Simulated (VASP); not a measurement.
Here is a VASP 6.6.1 calculation.

INCAR

```
SYSTEM = P
PREC     = Accurate       ! precision mode
ENCUT    = 520            ! plane-wave cutoff, eV
EDIFF    = 1E-6           ! SCF threshold, eV
ISMEAR   = 0              ! smearing method
SIGMA    = 0.05           ! smearing width, eV
LREAL    = .FALSE.        ! projectors in reciprocal space
LASPH    = .TRUE.         ! aspherical terms in the spheres
NELM     = 60             ! most SCF steps
ALGO     = Normal         ! electronic algorithm
ISIF     = 2              ! what is computed and relaxed
LWAVE    = .FALSE.        ! write WAVECAR
LCHARG   = .FALSE.        ! write CHGCAR
LDIPOL   = .TRUE.       
IDIPOL   = 3            
DIPOL    = 0.5 0.5 0.391
GGA      = PE             ! functional
IVDW     = 12             ! dispersion correction
NBANDS   = 30             ! bands
```

Contents of KPOINTS:

```
regular mesh
0
G
  8 6 1
  0 0 0
```

POSCAR

```
P
1.0
    3.2961869271      0.0000000000      0.0000000000
    0.0000000000      4.4391555608      0.0000000000
    0.0000000000      0.0000000000     21.7461973993
P
8
Direct
    0.5000000000      0.9174951521      0.2069327302
    0.0000000000      0.5825048479      0.2069327302
    0.5000000000      0.0825048479      0.3045635326
    0.0000000000      0.4174951521      0.3045635326
    0.7500000000      0.3325048479      0.4774673249
    0.2500000000     -0.0024854563      0.4774673249
    0.7500000000     -0.5024854563      0.5750981273
    0.2500000000     -0.1674951521      0.5750981273
```

Potentials or basis: VASP PAW PBE potentials, release 64 (P).

Run with:

```sh
$ cat potpaw_PBE.64/P/POTCAR > POTCAR
$ mpirun -np 1 vasp_std > vasp.out
```

(1) Estimate the largest force.

(2) What does it give for the band gap on the k mesh?

(3) What does it give for the dispersion energy per atom?

Answers

(1) 0.080 eV/Å.

(2) 0.27 eV.

(3) -0.284 eV.

Caveat: the cell differs from its parent crystal (layers slid over each other).
